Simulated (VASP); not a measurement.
Write the native input for VASP 6.6.1 that does the following.

```
Task                   : single point
Functional             : LDA
Potentials or basis    : VASP PAW LDA potentials, release 64 (Sn_d)
Cutoff                 : 520 eV
k mesh                 : 6 × 6 × 4
Occupations            : fermi-dirac, width 0.02 eV
Spin                   : no spin polarisation
Dipole correction      : no
Further INCAR settings : ALGO = Normal; EDIFF = 1e-06; NBANDS = 36
```

The structure of Sn lies in POSCAR:

```
Sn
1.0
    4.6349415438      0.0000000000      0.0000000000
   -2.3174707719      4.0139771220      0.0000000000
    0.0000000000      0.0000000000      7.6138913059
Sn
4
Direct
    0.3333333333      0.6666666667      0.0002405641
    0.6666666667      0.3333333333      0.5002405641
    0.3333333333      0.6666666667      0.3747594359
    0.6666666667      0.3333333333      0.8747594359
```

This isn't the form of Sn at room conditions, which is tetragonal (white tin).

The input as run:

INCAR

```
PREC = Accurate
ENCUT = 520
EDIFF = 1E-6
ISMEAR = -1
SIGMA = 0.02
LREAL = F
LASPH = T
NELM = 80
ALGO = Normal
ISIF = 2
LWAVE = F
LCHARG = F
GGA = CA
NBANDS = 36
```

KPOINTS

```
regular mesh
0
Gamma
  6 6 4
```

Potentials or basis: VASP PAW LDA potentials, release 64 (Sn_d).

Launch:

```bash
$ cat potpaw_LDA.64/Sn_d/POTCAR > POTCAR
$ mpirun -np 1 vasp_std > vasp.out
```

It gave:

- Pressure: -1.8 GPa
- Largest force: 0.060 eV/Å
- Band gap on the k mesh: zero (bands 28 and 29 overlap by 0.10 eV)

Caveat: spin-orbit coupling is left out, which moves the levels of the heavy elements.

Run time: 54 s on 1 thread of AMD EPYC 9R45 96-Core Processor (Zen 5), on a shared host, peak memory 0.22 GiB.
